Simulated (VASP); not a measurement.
Input of a VASP 6.6.1 run:

INCAR

```
PREC = Accurate
ENCUT = 520
EDIFF = 1E-7
ISMEAR = 0
SIGMA = 0.01
LREAL = F
LASPH = T
NELM = 100
ALGO = Normal
ISIF = 2
LWAVE = F
LCHARG = F
NBANDS = 16
```

The input KPOINTS:

```
regular mesh
0
Gamma
  10 10 10
```

Contents of POSCAR:

```
GaN
1.0
    2.2206567818      2.2206567818      0.0000000000
   -2.2206567818      2.2206567818      0.0000000000
    0.0000000000      2.2206567818      2.2206567818
Ga N
1 1
Direct
    0.0000000000      0.0000000000      0.0000000000
    0.2500000000      0.7500000000      0.5000000000
```

Potentials or basis: VASP PAW LDA potentials, release 64 (Ga_d, N).

The run is started by

```sh
$ cat potpaw_LDA.64/Ga_d/POTCAR potpaw_LDA.64/N/POTCAR > POTCAR
$ mpirun -np 1 vasp_std > vasp.out
```

Q: What does it give for the pressure?

A: 3.1 GPa.

Q: What does it give for the band gap on the k mesh?

A: 2.03 eV, direct.

LDA gaps usually lie below the measured ones, often by a third to a half.
